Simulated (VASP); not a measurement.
Runs of VASP 6.6.1 on ZnSe. The structure is that of space group I-4m2 (No. 119), or close to it. The cells are those of the table. 

```csv
cell,gap on the mesh (eV),pressure (GPa)
"a = 4.040, b = 3.874 Å, angles 61.3, 57.3, 61.3°, 2 atoms",(d),3.7
"a = 4.001, b = 3.838 Å, angles 61.3, 57.3, 61.3°, 2 atoms",1.35,(b)
"a = 3.955, b = 4.033 Å, angles 59.3, 61.3, 59.3°, 2 atoms",1.28,3.8
"a = 4.221, b = 4.048 Å, angles 61.3, 57.3, 61.3°, 2 atoms",0.73,(c)
"a = 4.090, b = 4.329 Å, angles 58.1, 63.9, 58.1°, 2 atoms",0.60,-3.7
"a = 4.075, b = 3.823 Å, angles 62.0, 55.9, 62.0°, 2 atoms",1.12,(a)
"a = 4.056, b = 4.293 Å, angles 58.1, 63.9, 58.1°, 2 atoms",0.69,-2.6
"a = 4.114, b = 3.946 Å, angles 61.3, 57.3, 61.3°, 2 atoms",1.02,0.1
```

Alike in all rows: task single point; level PBE; potentials or basis VASP PAW PBE potentials, release 64 (Zn, Se); no spin polarisation; k mesh 10 × 10 × 10; cutoff (eV) 520; smearing gaussian 0.05 eV.

Task: Estimate the missing entries.

Result: (a) 3.5; (b) 5.9; (c) -3.6; (d) 1.23.

A k mesh can miss the band edges, and the runs leave out spin-orbit coupling on Se.
